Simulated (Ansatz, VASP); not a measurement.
**Ge in VASP and in Ansatz**

The input INCAR:

```
SYSTEM = Ge
PREC = Accurate
ENCUT = 520
EDIFF = 1E-6
ISMEAR = 0
SIGMA = 0.15
LREAL = .False.
LASPH = .True.
NELM = 100
ALGO = Fast
ISIF = 2
LWAVE = .False.
LCHARG = .False.
GGA = PS
IVDW = 12
NBANDS = 21
```

Contents of KPOINTS:

```
Automatic mesh
0
Gamma
  20 20 12
  0 0 0
```

File POSCAR:

```
Ge
1.0
    1.5084397450     -2.6302377206      0.0000000000
    1.5084397450      2.6302377206      0.0000000000
    0.0000000000      0.0000000000      4.6006708077
Ge
2
Direct
    0.6665533700      0.3334466300      0.2500000000
    0.3334466300      0.6665533700      0.7500000000
```

Input for Ansatz:

```yaml
crystal:
  lattice:
    - [1.508439745, -2.6302377206, 0.0]
    - [1.508439745, 2.6302377206, 0.0]
    - [0.0, 0.0, 4.6006708077]
  atoms:
    - { symbol: Ge, position: [0.66655337, 0.33344663, 0.25] }
    - { symbol: Ge, position: [0.33344663, 0.66655337, 0.75] }
basis:
  ecutwfc: 420
kpoints:
  mp_grid: { grid: [20, 20, 12] }
hamiltonian:
  xc: pbesol
  dispersion: d3bj
scf:
  occupations: { method: gaussian, width: 0.15 }
output:
  forces: true
  stress: true
  eigenvalues: true
```

Alike in both runs: task single point; functional PBEsol; dispersion D3(BJ); k mesh 20 × 20 × 12; occupations gaussian, width 0.15 eV; no spin polarisation.

|  | VASP | Ansatz |
| --- | --- | --- |
| version | VASP 6.6.1 | Ansatz 0.2.0 |
| potentials or method | VASP PAW PBE potentials, release 64 (Ge_d), cutoff 520 eV | scalar-relativistic, plane waves, PAW |
| valence electrons in the cell | 28 | 28 |

|  | VASP | Ansatz | Ansatz less VASP |
| --- | --- | --- | --- |
| gap on the k mesh at the Fermi level (eV) | none | none | - |
| pressure (GPa) | -2.0 | -2.3 | -0.25 |
| traceless stress, the component that is largest in VASP (GPa) | 2.99 | 2.98 | -0.016 |

VASP's potentials were made for PBE, not for PBEsol. A gap of «none» marks a metal or a gap that the smearing closes.
